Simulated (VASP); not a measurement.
Write the native input for VASP 6.6.1 that does the following.

- Task: single point
- Functional: PBE
- Potentials or basis: VASP PAW PBE potentials, release 64 (Be, Ir)
- Cutoff: 520 eV
- k mesh: 6 × 6 × 6
- Occupations: gaussian, width 0.1 eV
- Spin: collinear spin
- Starting moments: [0.0, 1.0] μB
- Dipole correction: no
- Further INCAR settings: ALGO = Normal; EDIFF = 1e-06; NBANDS = 16

The structure of BeIr lies in POSCAR:

```
BeIr
1.0
    0.0000000000      2.2818082612      2.2818082612
    2.2818082612      0.0000000000      2.2818082612
    2.2818082612      2.2818082612      0.0000000000
Be Ir
1 1
Direct
    0.5000000000      0.5000000000      0.5000000000
    0.0000000000      0.0000000000      0.0000000000
```

The cell was built from a structure type or drawn by symmetry, and may not be a known phase.

These files were run (other wordings do the same):

INCAR

```
SYSTEM = BeIr
ALGO = Normal
EDIFF = 1E-6
ENCUT = 520
GGA = PE
ISIF = 2
ISMEAR = 0
ISPIN = 2
LASPH = .TRUE.
LCHARG = .TRUE.
LELF = .TRUE.
LMAXMIX = 4
LORBIT = 11
LREAL = .FALSE.
LVHAR = .TRUE.
LWAVE = .FALSE.
MAGMOM = 0 1
NBANDS = 16
NELM = 150
PREC = Accurate
SIGMA = 0.1
```

KPOINTS

```
k-points
0
G
  6 6 6
  0 0 0
```

Potentials or basis: VASP PAW PBE potentials, release 64 (Be, Ir).

Run with:

```bash
$ cat potpaw_PBE.64/Be/POTCAR potpaw_PBE.64/Ir/POTCAR > POTCAR
$ mpirun -np 1 vasp_std > vasp.out
```

It gave:

| Item | Value |
| --- | --- |
| Pressure | 1.1 GPa |
| Net moment | 0.41 μB per cell |
| Site moments | Be +0.01; Ir +0.40 μB |
| Valence electrons inside the program's atomic spheres | Be 1.22; Ir 8.34 |

Caveat: the k points lie up to 0.40 Å⁻¹ apart.

Run time: 13 s on 1 thread of Intel(R) Xeon(R) Platinum 8488C (Sapphire Rapids), with other jobs on the host, peak memory 0.15 GiB.
